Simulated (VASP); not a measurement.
# MoS2 (P6_3/mmc) in VASP: notebook, part 2 of 2

VASP 6.6.1. Earlier steps stand in the parts before.

## 3. Relaxation of shape and atoms at fixed volume, PBE+D3(BJ)

Input file INCAR:

```
SYSTEM = MoS2
  PREC = Accurate
  ENCUT = 600
  EDIFF = 1E-7
  ISMEAR = 0
  SIGMA = 0.05
  LREAL = .False.
  LASPH = .True.
  NELM = 100
  ALGO = Normal
  ISIF = 4
  LWAVE = .False.
  LCHARG = .False.
  GGA = PE
  IVDW = 12
  IBRION = 2
  NSW = 60
  EDIFFG = -0.01
```

Input file KPOINTS:

```
Automatic mesh
0
Gamma
  10 10 2
  0 0 0
```

Input file POSCAR:

```
MoS2
1.0
    3.1690000000      0.0000000000      0.0000000000
   -1.5845000000      2.7444345046      0.0000000000
    0.0000000000      0.0000000000     12.3240000000
Mo S
2 4
Direct
    0.3333333333      0.6666666667      0.2500000000
    0.6666666667      0.3333333333      0.7500000000
    0.3333333333      0.6666666667      0.6230000000
    0.6666666667      0.3333333333      0.1230000000
    0.3333333333      0.6666666667      0.8770000000
    0.6666666667      0.3333333333      0.3770000000
```

Potentials or basis: VASP PAW PBE potentials, release 64 (Mo_sv, S).

On the command line:

```console
$ cat potpaw_PBE.64/Mo_sv/POTCAR potpaw_PBE.64/S/POTCAR > POTCAR
$ mpirun -np 1 vasp_std > vasp.out
```

OUTCAR:

```text
SYSTEM = MoS2
   PREC = Accurate
   ENCUT = 600
   EDIFF = 1E-7
   ISMEAR = 0
   LREAL = .False.
   LASPH = .True.
   NELM = 100
   ISIF = 4
   GGA = PE
   IVDW = 12
   IBRION = 2
   NSW = 60
   EDIFFG = -0.01
 IVDW          = 12

 ion  position               nearest neighbor table
   1  0.333  0.667  0.250-   4 2.41   6 2.41   4 2.41   6 2.41   4 2.41   6 2.41
   2  0.667  0.333  0.750-   3 2.41   5 2.41   3 2.41   5 2.41   3 2.41   5 2.41
   3  0.333  0.667  0.623-   2 2.41   2 2.41   2 2.41
   4  0.667  0.333  0.123-   1 2.41   1 2.41   1 2.41
   5  0.333  0.667  0.877-   2 2.41   2 2.41   2 2.41
   6  0.667  0.333  0.377-   1 2.41   1 2.41   1 2.41

  LATTYP: Found a hexagonal cell.
 ALAT       =     3.1690000000
 C/A-ratio  =     3.8889239508

  Lattice vectors:

 A1 = (   3.1690000000,   0.0000000000,   0.0000000000)
 A2 = (  -1.5845000000,   2.7444345046,   0.0000000000)
 A3 = (   0.0000000000,   0.0000000000,  12.3240000000)

Analysis of symmetry for initial positions (statically):
=====================================================================
 Subroutine PRICEL returns:
 Original cell was already a primitive cell.

 Routine SETGRP: Setting up the symmetry group for a
 hexagonal supercell.

 Subroutine GETGRP returns: Found 24 space group operations
 (whereof 12 operations were pure point group operations)
 out of a pool of 24 trial point group operations.

The static configuration has the point symmetry D_3d.
 The point group associated with its full space group is D_6h.

Analysis of symmetry for dynamics (positions and initial velocities):
=====================================================================
 Subroutine PRICEL returns:
 Original cell was already a primitive cell.

 Routine SETGRP: Setting up the symmetry group for a
 hexagonal supercell.

 Subroutine GETGRP returns: Found 24 space group operations
 (whereof 12 operations were pure point group operations)
 out of a pool of 24 trial point group operations.

The dynamic configuration has the point symmetry D_3d.
 The point group associated with its full space group is D_6h.

 Subroutine INISYM returns: Found 24 space group operations
 (whereof 12 operations are pure point group operations),
 and found     1 'primitive' translations

----------------------------------------------------------------------------------------

                                     Primitive cell

  volume of cell :     107.1832

  direct lattice vectors                    reciprocal lattice vectors
     3.169000000  0.000000000  0.000000000     0.315556958  0.182186895  0.000000000
    -1.584500000  2.744434505  0.000000000     0.000000000  0.364373789  0.000000000
     0.000000000  0.000000000 12.324000000     0.000000000  0.000000000  0.081142486

  length of vectors
     3.169000000  3.169000000 12.324000000     0.364373789  0.364373789  0.081142486

  position of ions in fractional coordinates (direct lattice)
     0.333333333  0.666666667  0.250000000
     0.666666667  0.333333333  0.750000000
     0.333333333  0.666666667  0.623000000
     0.666666667  0.333333333  0.123000000
     0.333333333  0.666666667  0.877000000
     0.666666667  0.333333333  0.377000000

  ion indices of the primitive-cell ions
   primitive index   ion index
                 1           1
                 2           2
                 3           3
                 4           4
                 5           5
                 6           6

----------------------------------------------------------------------------------------

 KPOINTS: Automatic mesh

Automatic generation of k-mesh.
 Grid dimensions read from file:
 generate k-points for:   10   10    2

 Generating k-lattice:

  Cartesian coordinates                     Fractional coordinates (reciprocal lattice)
     0.031555696  0.018218689  0.000000000     0.100000000 -0.000000000  0.000000000
     0.000000000  0.036437379  0.000000000     0.000000000  0.100000000  0.000000000
     0.000000000  0.000000000  0.040571243     0.000000000  0.000000000  0.500000000

  Length of vectors
     0.036437379  0.036437379  0.040571243

  Shift w.r.t. Gamma in fractional coordinates (k-lattice)
     0.000000000  0.000000000  0.000000000

 Subroutine IBZKPT returns following result:
 ===========================================

 Found     28 irreducible k-points:

 Following reciprocal coordinates:
            Coordinates               Weight
  0.000000  0.000000  0.000000      1.000000
  0.100000 -0.000000  0.000000      6.000000
  0.200000 -0.000000  0.000000      6.000000
  0.300000 -0.000000  0.000000      6.000000
  0.400000 -0.000000  0.000000      6.000000
  0.500000  0.000000  0.000000      3.000000
[... 16 lines left out ...]
  0.300000  0.100000  0.500000     12.000000
  0.400000  0.100000  0.500000     12.000000
 [... further k-points ...]
   k-points           NKPTS =     28   k-points in BZ     NKDIM =     28   number of bands    NBANDS=     31
   number of dos      NEDOS =    301   number of ions     NIONS =      6
   total plane-waves  NPLWV =  76832
   dimension x,y,z NGX =    28 NGY =   28 NGZ =   98
   dimension x,y,z NGXF=    56 NGYF=   56 NGZF=  196
   ions per type =               2   4
   NGX,Y,Z   is equivalent  to a cutoff of  14.69, 14.69, 13.22 a.u.
   NGXF,Y,Z  is equivalent  to a cutoff of  29.38, 29.38, 26.44 a.u.
 SYSTEM =  MoS2
   PREC   = accura    normal or accurate (medium, high low for compatibility)
   ISTART =      0    job   : 0-new  1-cont  2-samecut
   ICHARG =      2    charge: 1-file 2-atom 10-const
   ISPIN  =      1    spin polarized calculation?
   LNONCOLLINEAR =      F non collinear calculations
   LSORBIT =      F    spin-orbit coupling
   LASPH  =      T    aspherical Exc in radial PAW
   ENCUT  =  600.0 eV  44.10 Ry    6.64 a.u.   6.33  6.33 24.61*2*pi/ulx,y,z
   NELM   =    100;   NELMIN=  2; NELMDL= -5     # of ELM steps
   EDIFF  = 0.1E-06   stopping-criterion for ELM
   LREAL  =      F    real-space projection
   EDIFFG = -.1E-01   stopping-criterion for IOM
   NSW    =     60    number of steps for IOM
   IBRION =      2    ionic relax: 0-MD 1-quasi-New 2-CG
   NFREE  =      1    steps in history (QN), initial steepest desc. (CG)
   ISIF   =      4    stress and relaxation
   ISYM   =      2    0-nonsym 1-usesym 2-fastsym
   POTIM  = 0.5000    time-step for ionic-motion
   TEBEG  =    0.0;   TEEND  =   0.0 temperature during run
   PSTRESS=    0.0 pullay stress
   NELECT =      52.0000    total number of electrons
   NUPDOWN=      -1.0000    fix difference up-down
   EMIN   =  10.00;   EMAX   =-10.00  energy-range for DOS
   EFERMI =   0.00;   METHOD = LEGACY
   ISMEAR =     0;   SIGMA  =   0.05  broadening in eV -4-tet -1-fermi 0-gaus
   EFERMI_NEDOS =   21; number of points for ismear=-14 and -15
   IALGO  =     38    algorithm
   IMIX   =      4    mixing-type and parameters
     AMIX     =   0.40;   BMIX     =  1.00
     AMIX_MAG =   1.60;   BMIX_MAG =  1.00
  volume/ion in A,a.u.               =      17.86       120.55
  Fermi-wavevector in a.u.,A,eV,Ry     =   1.286373  2.430893 22.514325  1.654756
  Thomas-Fermi vector in A             =   2.418452
   LORBIT       =      0    0 simple, 1 ext, 2 COOP (PROOUT), +10 PAW based schemes
   GGA     = PE    functional components
   LHFCALC =     F    Hartree Fock is set to
   AEXX    =    0.0000 exact exchange contribution
   IVDW    =    12    specifies the selected vdW correction
   LEPSILON=     F    determine dielectric tensor
   LRPA    =     F    only Hartree local field effects (RPA)
 conjugate gradient relaxation of ions
 non-spin polarized calculation
 Gauss-broadening in eV      SIGMA  =   0.05
  energy-cutoff  :      600.00
  volume of cell :      107.18
 maximum number of plane-waves:      3614
 NGX is ok and might be reduce to    28

--------------------------------------- Ionic step        1  -------------------------------------------

 number of electron      52.0000000 magnetization

 Free energy of the ion-electron system (eV)
  ---------------------------------------------------
  ext. energy  EPLUGINS =         0.00000000
  ---------------------------------------------------
  free energy    TOTEN  =       -43.61550668 eV

  energy without entropy =      -43.61550668  energy(sigma->0) =      -43.61550668

------------------------ aborting loop because EDIFF is reached ----------------------------------------

 Edisp (eV)   -2.54058

 E8    (eV) :    -1.0246
[... 211 lines left out ...]
--------------------------------------- Ionic step        6  -------------------------------------------

 number of electron      52.0000000 magnetization

 Free energy of the ion-electron system (eV)
  ---------------------------------------------------
  ext. energy  EPLUGINS =         0.00000000
  ---------------------------------------------------
  free energy    TOTEN  =       -43.61748554 eV

  energy without entropy =      -43.61748554  energy(sigma->0) =      -43.61748554

 E-fermi :   7.8261     XC(G=0): -10.8047

 val. band max:        7.4547812394   @ k =   0.0000   0.0000   0.0000
 cond. band min:       8.4309610897   @ k =   0.2000   0.2000   0.0000
 fundamental gap:      0.9761798503
 Fermi energy:         7.8260954657

 k-point     1 :       0.0000    0.0000    0.0000
  band No.  band energies     occupation
      1     -54.0155      2.00000
      2     -54.0155      2.00000
      3     -28.1712      2.00000
      4     -28.1710      2.00000
      5     -27.9432      2.00000
      6     -27.9432      2.00000
[... 805 lines left out ...]
     30       9.6351      0.00000
     31      10.6396      0.00000

 [... further k-points ...]

------------------------ aborting loop because EDIFF is reached ----------------------------------------

 Edisp (eV)   -2.54057

 E8    (eV) :    -1.0247
[... 29 lines left out ...]
  FREE ENERGIE OF THE ION-ELECTRON SYSTEM (eV)
  ---------------------------------------------------
  free  energy   TOTEN  =       -46.1580583395 eV

  energy  without entropy=      -46.1580583395  energy(sigma->0) =      -46.15805834

 reached required accuracy - stopping structural energy minimisation
```

Run time: 7 min. Hardware: 1 thread of Intel Xeon Platinum 8259CL at 2.50GHz (Skylake/Cascade Lake), shared host; peak memory 0.33 GiB.

Results:

| Item | Value |
| --- | --- |
| Free energy | -46.1581 eV |
| Energy gained by relaxing | 0.3 meV/atom |
| Ionic steps | 6 |
| Pressure after relaxing | -1.3 GPa |
| Band gap on the k mesh | 0.98 eV, indirect (least direct gap 1.90 eV) |
| Dispersion energy per atom | -0.423 eV |

The path:
```csv
step,energy change (eV),largest force (eV/Å),pressure (GPa),volume (Å³)
1,0.0000,0.0759,-2.03,107.18
2,-0.0012,0.0305,-1.71,107.18
3,-0.0017,0.0160,-1.37,107.18
4,-0.0017,0.0288,-1.28,107.18
5,-0.0019,0.0172,-1.30,107.18
6,-0.0020,0.0001,-1.29,107.18
```

Final structure:
```cif
data_structure
_symmetry_space_group_name_H-M 'P 1'
_symmetry_Int_Tables_number 1
_cell_length_a 3.1612
_cell_length_b 3.1612
_cell_length_c 12.3852
_cell_angle_alpha 90.000
_cell_angle_beta 90.000
_cell_angle_gamma 120.000
_cell_volume 107.18
loop_
_atom_site_label
_atom_site_type_symbol
_atom_site_fract_x
_atom_site_fract_y
_atom_site_fract_z
_atom_site_occupancy
Mo1 Mo 0.33333 0.66667 0.25000 1
Mo2 Mo 0.66667 0.33333 0.75000 1
S1 S 0.33333 0.66667 0.62370 1
S2 S 0.66667 0.33333 0.12370 1
S3 S 0.33333 0.66667 0.87630 1
S4 S 0.66667 0.33333 0.37630 1
```

A k mesh can miss the band edges. PBE gaps usually lie below the measured ones, often by a third to a half.

## 4. Single point, PBE+D3(BJ)

This run uses another cell than the first one: it holds 24 atoms, not 6.

Input file INCAR:

```
SYSTEM = MoS2
ALGO = Normal
EDIFF = 1E-6
ENCUT = 520
GGA = PE
ISIF = 2
ISMEAR = 0
IVDW = 12
LASPH = .TRUE.
LCHARG = .FALSE.
LREAL = Auto
LWAVE = .FALSE.
NBANDS = 122
NELM = 100
PREC = Accurate
SIGMA = 0.01
```

Input file KPOINTS:

```
k-points
0
G
  4 4 2
  0 0 0
```

Input file POSCAR:

```
MoS2
1.0
    6.3225533080      0.0000000000      0.0000000000
   -3.1612766540      5.4754917815      0.0000000000
    0.0000000000      0.0000000000     12.3842913299
Mo S
8 16
Direct
    0.1666666667      0.3333333333      0.2500000000
    0.3333333333      0.1666666667      0.7500000000
    0.1666666667      0.8333333333      0.2500000000
    0.3333333333      0.6666666667      0.7500000000
    0.6666666667      0.3333333333      0.2500000000
    0.8333333333      0.1666666667      0.7500000000
    0.6666666667      0.8333333333      0.2500000000
    0.8333333333      0.6666666667      0.7500000000
    0.1666666667      0.3333333333      0.6236241623
    0.3333333333      0.1666666667      0.1236241623
    0.1666666667      0.3333333333      0.8763758377
    0.3333333333      0.1666666667      0.3763758377
    0.1666666667      0.8333333333      0.6236241623
    0.3333333333      0.6666666667      0.1236241623
    0.1666666667      0.8333333333      0.8763758377
    0.3333333333      0.6666666667      0.3763758377
    0.6666666667      0.3333333333      0.6236241623
    0.8333333333      0.1666666667      0.1236241623
    0.6666666667      0.3333333333      0.8763758377
    0.8333333333      0.1666666667      0.3763758377
    0.6666666667      0.8333333333      0.6236241623
    0.8333333333      0.6666666667      0.1236241623
    0.6666666667      0.8333333333      0.8763758377
    0.8333333333      0.6666666667      0.3763758377
```

On the command line:

```console
$ cat potpaw_PBE.64/Mo_sv/POTCAR potpaw_PBE.64/S/POTCAR > POTCAR
$ mpirun -np 1 vasp_std > vasp.out
```

Wall time 11 min (1 thread of Intel Xeon Platinum 8259CL at 2.50GHz (Skylake/Cascade Lake), shared host); peak memory 0.62 GiB.

The run converged. Its results:

| Quantity | Value |
| --- | --- |
| Free energy | -184.6338 eV |
| Pressure | -1.4 GPa |
| Largest force | 0.012 eV/Å |
| Band gap on the k mesh | 1.03 eV |
| Dispersion energy per atom | -0.423 eV |

Forces on the atoms (eV/Å):
```
Mo   0.000  0.000  0.000
Mo   0.000  0.000  0.000
Mo   0.000  0.000  0.000
Mo   0.000  0.000  0.000
Mo   0.000  0.000  0.000
Mo   0.000  0.000  0.000
Mo   0.000  0.000  0.000
Mo   0.000  0.000  0.000
S    0.000  0.000  0.012
S    0.000  0.000  0.012
S    0.000  0.000 -0.012
S    0.000  0.000 -0.012
S    0.000  0.000  0.012
S    0.000  0.000  0.012
S    0.000  0.000 -0.012
S    0.000  0.000 -0.012
S    0.000  0.000  0.012
S    0.000  0.000  0.012
S    0.000  0.000 -0.012
S    0.000  0.000 -0.012
S    0.000  0.000  0.012
S    0.000  0.000  0.012
S    0.000  0.000 -0.012
S    0.000  0.000 -0.012
```

Stress tensor (GPa, compression positive):
```
-1.35  0.00  0.00
 0.00 -1.35  0.00
 0.00  0.00 -1.44
```

Levels at points of the mesh, in eV from the valence-band top:
```tsv
k point	band 101	band 102	band 103	band 104	band 105	band 106	band 107	band 108
(0.00, 0.00, 0.00)	-1.25	-1.22	-1.13	0.00	1.67	1.67	1.67	1.71
(0.50, 0.00, 0.00)	-1.20	-1.20	-1.10	-1.10	1.25	1.25	1.29	1.29
(0.00, 0.00, 0.50)	-1.30	-1.30	-0.27	-0.27	1.69	1.69	1.69	1.69
(0.50, 0.00, 0.50)	-1.15	-1.15	-1.15	-1.15	1.54	1.54	1.54	1.54
```

## 5. Summary

```csv
task,cell,k mesh,cutoff (eV),smearing,gap on the mesh (eV),pressure (GPa),largest force (eV/Å)
single point,"a = 3.161, b = 3.161, c = 12.384 Å, angles 90.0, 90.0, 120.0°, 6 atoms",10 × 10 × 2,520,gaussian 0.05 eV,0.97,-1.4,0.02
relaxation of shape and atoms at fixed volume,"relaxed from a = 3.169, b = 3.169, c = 12.324 Å, angles 90.0, 90.0, 120.0°, 6 atoms",10 × 10 × 2,600,gaussian 0.05 eV,0.98,-1.3,-
single point,"a = 6.323, b = 6.323, c = 12.384 Å, angles 90.0, 90.0, 120.0°, 24 atoms",4 × 4 × 2,520,gaussian 0.01 eV,1.03,-1.4,0.01
```

Alike in all rows: level PBE+D3(BJ); potentials or basis VASP PAW PBE potentials, release 64 (Mo_sv, S); no spin polarisation.

Absolute energies hang on the potentials; compare differences alone.

## 6. Against experiment

Step 2. Against the measured gap of MoS2, 1.3 eV (indirect; 300 K; “Multiwavelength excitation Raman Scattering Analysis of bulk and 2 dimensional MoS2: Vibrational properties of atomically thin MoS2 layers”, 2015, arxiv:1506.03228), the calculated 0.97 eV is off by -0.33 eV. Spin-orbit coupling on Mo is left out. The value is that of PBE+D3(BJ) on a finite k mesh, which can miss the band edges, without temperature or zero-point motion. Semilocal functionals fall short of measured gaps as a rule.

Step 4. Measured gap of MoS2: 1.3 eV (indirect; 300 K; “Multiwavelength excitation Raman Scattering Analysis of bulk and 2 dimensional MoS2: Vibrational properties of atomically thin MoS2 layers”, 2015, arxiv:1506.03228). This calculation gives 1.03 eV (-0.27 eV). Spin-orbit coupling on Mo is left out. The value is that of PBE+D3(BJ) on a finite k mesh, which can miss the band edges, without temperature or zero-point motion. Semilocal functionals fall short of measured gaps as a rule.
